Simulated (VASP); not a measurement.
# La (P6_3/mmc) in VASP: single point with LDA

Aim: the single point of La with LDA.

Program: VASP 6.6.1. These are calculated values, not measurements. Logs are shortened: lines on timing, memory, paths and dates and some standing lists are left out, and cuts for length are marked.

**1. The cell of the first run**

Symmetry: P6_3/mmc, No. 194, hexagonal system. Conventional cell: a = 3.864 Å, b = 3.864 Å, c = 6.084 Å, α = 90.00°, β = 90.00°, γ = 120.00°. La (site symmetry -6m2) has 12 La at 3.77 to 3.86 Å within 5.0 Å.

**2. Single point, LDA**

Input file POSCAR:

```
La
1.0
    1.9318100000      3.3459930000      0.0000000000
   -1.9318100000      3.3459930000      0.0000000000
    0.0000000000      0.0000000000      6.0838410000
La
2
Direct
    0.3333300000      0.3333400000      0.2500000000
    0.6666600000      0.6666700000      0.7500000000
```

Input file INCAR.step1:

```
SYSTEM = La
  PREC = Accurate
  ENCUT = 520
  EDIFF = 1E-6
  ISMEAR = 1
  SIGMA = 0.1836
  LREAL = .FALSE.
  LASPH = .TRUE.
  NELM = 60
  ALGO = Normal
  ISIF = 2
  LWAVE = .FALSE.
  LCHARG = .TRUE.
  LMAXMIX = 6
  NBANDS = 18
```

Input file KPOINTS.step1:

```
regular mesh
0
G
  8 8 4
  0 0 0
```

Input file INCAR.step2:

```
SYSTEM = La
  PREC = Accurate
  ENCUT = 520
  EDIFF = 1E-6
  ISMEAR = -5
  SIGMA = 0.1836
  LREAL = .FALSE.
  LASPH = .TRUE.
  NELM = 60
  ALGO = Normal
  ISIF = 2
  LWAVE = .FALSE.
  LCHARG = .FALSE.
  LMAXMIX = 6
  LORBIT = 10
  NEDOS = 2001
  ICHARG = 11
```

Input file KPOINTS.step2:

```
regular mesh
0
G
  12 12 6
  0 0 0
```

Potentials or basis: VASP PAW LDA potentials, release 64 (La).

Run with:

```bash
$ cat potpaw_LDA.64/La/POTCAR > POTCAR
$ cp INCAR.step1 INCAR
$ cp KPOINTS.step1 KPOINTS
$ mpirun -np 1 vasp_std > vasp.out
$ cp INCAR.step2 INCAR
$ cp KPOINTS.step2 KPOINTS
$ mpirun -np 1 vasp_std > vasp.out
```

OUTCAR:

```text
SYSTEM = La
   PREC = Accurate
   ENCUT = 520
   EDIFF = 1E-6
   ISMEAR = -5
   LREAL = .FALSE.
   LASPH = .TRUE.
   NELM = 60
   ISIF = 2
   LORBIT = 10
   ICHARG = 11

 ion  position               nearest neighbor table
   1  0.333  0.333  0.250-
   2  0.667  0.667  0.750-

  LATTYP: Found a hexagonal cell.
 ALAT       =     3.8636199389
 C/A-ratio  =     1.5746478940

  Lattice vectors:

 A1 = (   1.9318100000,  -3.3459930000,   0.0000000000)
 A2 = (   1.9318100000,   3.3459930000,   0.0000000000)
 A3 = (   0.0000000000,   0.0000000000,   6.0838410000)

Analysis of symmetry for initial positions (statically):
=====================================================================
 Subroutine PRICEL returns:
 Original cell was already a primitive cell.

 Routine SETGRP: Setting up the symmetry group for a
 hexagonal supercell.

 Subroutine GETGRP returns: Found  8 space group operations
 (whereof  2 operations were pure point group operations)
 out of a pool of 24 trial point group operations.

The static configuration has the point symmetry C_2 .
 The point group associated with its full space group is D_2h.

Analysis of symmetry for dynamics (positions and initial velocities):
=====================================================================
 Subroutine PRICEL returns:
 Original cell was already a primitive cell.

 Routine SETGRP: Setting up the symmetry group for a
 hexagonal supercell.

 Subroutine GETGRP returns: Found  8 space group operations
 (whereof  2 operations were pure point group operations)
 out of a pool of 24 trial point group operations.

The dynamic configuration has the point symmetry C_2 .
 The point group associated with its full space group is D_2h.

 Subroutine INISYM returns: Found  8 space group operations
 (whereof  2 operations are pure point group operations),
 and found     1 'primitive' translations

----------------------------------------------------------------------------------------

                                     Primitive cell

  volume of cell :      78.6497

  direct lattice vectors                    reciprocal lattice vectors
     1.931810000  3.345993000  0.000000000     0.258824626  0.149432470  0.000000000
    -1.931810000  3.345993000  0.000000000    -0.258824626  0.149432470  0.000000000
     0.000000000  0.000000000  6.083841000     0.000000000  0.000000000  0.164369845

  length of vectors
     3.863619939  3.863619939  6.083841000     0.298864936  0.298864936  0.164369845

  position of ions in fractional coordinates (direct lattice)
     0.333330000  0.333340000  0.250000000
     0.666660000  0.666670000  0.750000000

  ion indices of the primitive-cell ions
   primitive index   ion index
                 1           1
                 2           2

----------------------------------------------------------------------------------------

 KPOINTS: regular mesh

Automatic generation of k-mesh.
 Grid dimensions read from file:
 generate k-points for:   12   12    6

 Generating k-lattice:

  Cartesian coordinates                     Fractional coordinates (reciprocal lattice)
     0.021568719  0.012452706  0.000000000     0.083333333  0.000000000  0.000000000
    -0.021568719  0.012452706  0.000000000     0.000000000  0.083333333  0.000000000
     0.000000000  0.000000000  0.027394974     0.000000000  0.000000000  0.166666667

  Length of vectors
     0.024905411  0.024905411  0.027394974

  Shift w.r.t. Gamma in fractional coordinates (k-lattice)
     0.000000000  0.000000000  0.000000000

 TETIRR: Found   1296 inequivalent tetrahedra from     5184

 Subroutine IBZKPT returns following result:
 ===========================================

 Found    172 irreducible k-points:

 Following reciprocal coordinates:
            Coordinates               Weight
  0.000000  0.000000  0.000000      1.000000
  0.083333  0.000000  0.000000      4.000000
  0.083333  0.083333  0.000000      2.000000
  0.166667  0.000000  0.000000      4.000000
  0.166667  0.166667  0.000000      2.000000
  0.250000  0.000000  0.000000      4.000000
[... 16 lines left out ...]
  0.333333  0.416667  0.000000      4.000000
 -0.083333  0.333333  0.000000      4.000000
 [... further k-points ...]
   k-points           NKPTS =    172   k-points in BZ     NKDIM =    172   number of bands    NBANDS=     15
   number of dos      NEDOS =   2001   number of ions     NIONS =      2
   total plane-waves  NPLWV =  43200
   dimension x,y,z NGX =    30 NGY =   30 NGZ =   48
   dimension x,y,z NGXF=    60 NGYF=   60 NGZF=   96
   ions per type =               2
   NGX,Y,Z   is equivalent  to a cutoff of  12.91, 12.91, 13.12 a.u.
   NGXF,Y,Z  is equivalent  to a cutoff of  25.82, 25.82, 26.23 a.u.
 SYSTEM =  La
   PREC   = accura    normal or accurate (medium, high low for compatibility)
   ISTART =      0    job   : 0-new  1-cont  2-samecut
   ICHARG =     11    charge: 1-file 2-atom 10-const
   ISPIN  =      1    spin polarized calculation?
   LNONCOLLINEAR =      F non collinear calculations
   LSORBIT =      F    spin-orbit coupling
   LASPH  =      T    aspherical Exc in radial PAW
   ENCUT  =  520.0 eV  38.22 Ry    6.18 a.u.   7.18  7.18 11.31*2*pi/ulx,y,z
   NELM   =     60;   NELMIN=  2; NELMDL=  0     # of ELM steps
   EDIFF  = 0.1E-05   stopping-criterion for ELM
   LREAL  =      F    real-space projection
   EDIFFG = 0.1E-04   stopping-criterion for IOM
   NSW    =      0    number of steps for IOM
   IBRION =     -1    ionic relax: 0-MD 1-quasi-New 2-CG
   NFREE  =      0    steps in history (QN), initial steepest desc. (CG)
   ISIF   =      2    stress and relaxation
   ISYM   =      2    0-nonsym 1-usesym 2-fastsym
   POTIM  = 0.5000    time-step for ionic-motion
   TEBEG  =    0.0;   TEEND  =   0.0 temperature during run
   PSTRESS=    0.0 pullay stress
   NELECT =      22.0000    total number of electrons
   NUPDOWN=      -1.0000    fix difference up-down
   EMIN   =  10.00;   EMAX   =-10.00  energy-range for DOS
   EFERMI =   0.00;   METHOD = LEGACY
   ISMEAR =    -5;   SIGMA  =   0.18  broadening in eV -4-tet -1-fermi 0-gaus
   EFERMI_NEDOS =   21; number of points for ismear=-14 and -15
   IALGO  =     38    algorithm
   IMIX   =      4    mixing-type and parameters
     AMIX     =   0.40;   BMIX     =  1.00
     AMIX_MAG =   1.60;   BMIX_MAG =  1.00
  volume/ion in A,a.u.               =      39.32       265.38
  Fermi-wavevector in a.u.,A,eV,Ry     =   1.070656  2.023246 15.596417  1.146304
  Thomas-Fermi vector in A             =   2.206373
   LORBIT       =     10    0 simple, 1 ext, 2 COOP (PROOUT), +10 PAW based schemes
   GGA     = CA    functional components
   LHFCALC =     F    Hartree Fock is set to
   AEXX    =    0.0000 exact exchange contribution
   IVDW    =     0    specifies the selected vdW correction
   LEPSILON=     F    determine dielectric tensor
   LRPA    =     F    only Hartree local field effects (RPA)
 non-spin polarized calculation
 Fermi weights with tetrahedron method with Bloechl corrections
  energy-cutoff  :      520.00
  volume of cell :       78.65
 maximum number of plane-waves:      2144
 NGX is ok and might be reduce to    30

 number of electron      22.0000000 magnetization

 Free energy of the ion-electron system (eV)
  ---------------------------------------------------
  ext. energy  EPLUGINS =         0.00000000
  ---------------------------------------------------
  free energy    TOTEN  =       -10.88720021 eV

  energy without entropy =      -10.88720021  energy(sigma->0) =      -10.88720021

 E-fermi :   7.1202     XC(G=0):  -9.5361

 val. band max:        7.2100676102   @ k =  -0.1667   0.2500   0.5000
 cond. band min:       7.0760078945   @ k =   0.3333   0.1667   0.3333
 fundamental gap:     -0.1340597157
 Fermi energy:         7.1202200833

 k-point     1 :       0.0000    0.0000    0.0000
  band No.  band energies     occupation
      1     -25.7203      2.00000
      2     -25.5395      2.00000
      3     -10.0213      2.00000
      4      -9.0169      2.00000
      5      -9.0169      2.00000
      6      -8.8327      2.00000
      7      -8.8327      2.00000
      8      -8.7481      2.00000
      9       3.8953      2.00000
     10       5.4012      2.00000
     11       8.1169      0.00000
     12       8.2994      0.00000
     13       8.3125      0.00000
     14       8.4040      0.00000
     15       8.4954      0.00000

 k-point     2 :       0.0833    0.0000    0.0000
  band No.  band energies     occupation
      1     -25.7117      2.00000
      2     -25.5362      2.00000
      3      -9.9961      2.00000
      4      -9.0760      2.00000
      5      -9.0365      2.00000
      6      -8.8943      2.00000
      7      -8.8395      2.00000
      8      -8.7604      2.00000
      9       4.0641      2.00000
     10       5.5526      2.00000
     11       7.7738      0.00000
     12       8.2809      0.00000
     13       8.3053      0.00000
     14       8.3656      0.00000
     15       8.4245      0.00000
[... 365 lines left out ...]
      3      -9.7315      2.00000
      4      -9.5984      2.00000
      5      -9.5368      2.00000
      6      -9.2617      2.00000
      7      -9.0001      2.00000
      8      -8.9743      2.00000
      9       5.8577      2.00000
     10       6.0459      2.00000
     11       6.3857      2.00000
     12       7.6467     -0.01439
     13       7.9529      0.00000
     14       8.3498      0.00000
     15       8.4602      0.00000

 k-point    24 :      -0.0833    0.3333    0.0000
  band No.  band energies     occupation
      1     -25.5934      2.00000
      2     -25.5079      2.00000
      3      -9.7315      2.00000
      4      -9.5984      2.00000
      5      -9.5368      2.00000
      6      -9.2617      2.00000
      7      -9.0001      2.00000
      8      -8.9743      2.00000
      9       5.8577      2.00000
     10       6.0459      2.00000
     11       6.3857      2.00000
     12       7.6467     -0.01173
     13       7.9530      0.00000
     14       8.3488      0.00000
     15       8.5731      0.00000

 [... further k-points ...]

------------------------ aborting loop because EDIFF is reached ----------------------------------------

  FORCE on cell =-STRESS in cart. coord.  units (eV):
  Direction    XX          YY          ZZ          XY          YZ          ZX
  --------------------------------------------------------------------------------------
  -------------------------------------------------------------------------------------
  Total       -2.2611599     -2.2567249     -1.6528330     -0.0000000      0.0000000      0.0000000
  in kB      -46.0621890    -45.9718429    -33.6699347     -0.0000000      0.0000000      0.0000000
  external PRESSURE =     -41.9013222 kB  Pullay stress =       0.0000000 kB

 VOLUME and BASIS-vectors are now :
 -----------------------------------------------------------------------------
  energy-cutoff  :      520.00
  volume of cell :       78.65
      direct lattice vectors                 reciprocal lattice vectors
     1.931810000  3.345993000  0.000000000     0.258824626  0.149432470  0.000000000
    -1.931810000  3.345993000  0.000000000    -0.258824626  0.149432470  0.000000000
     0.000000000  0.000000000  6.083841000     0.000000000  0.000000000  0.164369845

 POSITION                                       TOTAL-FORCE (eV/Angst)
 -----------------------------------------------------------------------------------
     -0.00002      2.23067      1.52096         0.000000     -0.000048      0.000000
     -0.00002      4.46131      4.56288         0.000000      0.000048      0.000000
 -----------------------------------------------------------------------------------
    total drift:                               -0.000000      0.000000     -0.000000

  FREE ENERGIE OF THE ION-ELECTRON SYSTEM (eV)
  ---------------------------------------------------
  free  energy   TOTEN  =       -10.8872002116 eV

  energy  without entropy=      -10.8872002116  energy(sigma->0) =      -10.88720021

 total charge

# of ion       s       p       d       f       tot
--------------------------------------------------
    1        2.086   5.552   0.836   0.092   8.567
    2        2.086   5.552   0.836   0.092   8.567
--------------------------------------------------
tot          4.173  11.103   1.672   0.185  17.134
```

It took 2.4 min on 1 thread of Intel Xeon Platinum 8559C (Emerald Rapids), shared host; peak memory 0.32 GiB.

What came out:

- Valence electrons inside the program's atomic spheres: La 8.57

Levels at points of the mesh, in eV from the Fermi level:
```
           k point  band 7  band 8  band 9  band 10  band 11  band 12  band 13  band 14  band 15
(0.00, 0.00, 0.00)  -15.95  -15.87   -3.22    -1.72     1.00     1.18     1.19     1.28     1.38
(0.50, 0.00, 0.00)  -16.20  -16.08   -1.48    -1.16    -0.99     0.99     1.05     1.23     1.24
(0.50, 0.50, 0.00)  -16.20  -16.08   -1.48    -1.16    -0.99     0.99     1.05     1.23     1.24
(0.00, 0.00, 0.50)  -16.05  -16.05   -1.91    -1.91     0.56     0.56     1.23     1.26     1.30
(0.50, 0.00, 0.50)  -16.20  -16.20   -1.56    -1.56    -0.28    -0.28     1.33     1.34     1.49
(0.50, 0.50, 0.50)  -16.20  -16.20   -1.56    -1.56    -0.28    -0.28     1.33     1.34     1.49
```

Caveat: spin-orbit coupling is left out, which moves the levels of the heavy elements; tetrahedron occupations give inexact forces and stress in metals.
